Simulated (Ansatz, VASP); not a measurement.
## One calculation of ZrB2, two programs

```
CELL_PARAMETERS angstrom
3.12716 0.00000 0.00000
-1.56358 2.70820 0.00000
0.00000 0.00000 3.48525
ATOMIC_POSITIONS crystal
Zr 0.00000 0.00000 0.00000
B 0.66667 0.33333 0.50000
B 0.33333 0.66667 0.50000
```

Alike in both runs: task single point; functional r2SCAN; dispersion rVV10; k mesh 10 × 10 × 8; occupations fermi-dirac, width 0.05 eV; no spin polarisation.

|  | VASP | Ansatz |
| --- | --- | --- |
| version | VASP 6.6.1 | Ansatz 0.2.0 |
| potentials or method | VASP PAW PBE potentials, release 64 (Zr_sv, B) | Ansatz PAW |
| plane-wave cutoff (eV) | 520 | 500 |
| valence electrons in the cell | 18 | 18 |

Ansatz gave:

| Property | Result |
| --- | --- |
| gap on the k mesh at the Fermi level (eV) | none |
| pressure (GPa) | 10.7 |
| traceless stress, the component that is largest in VASP (GPa) | 1.00 |

Task: Estimate VASP's values.

Result: gap on the k mesh at the Fermi level (eV): none; pressure (GPa): 11.0; traceless stress, the component that is largest in VASP (GPa): 1.00.

VASP's potentials were made for PBE, not for r2SCAN. A gap of «none» marks a metal or a gap that the smearing closes.
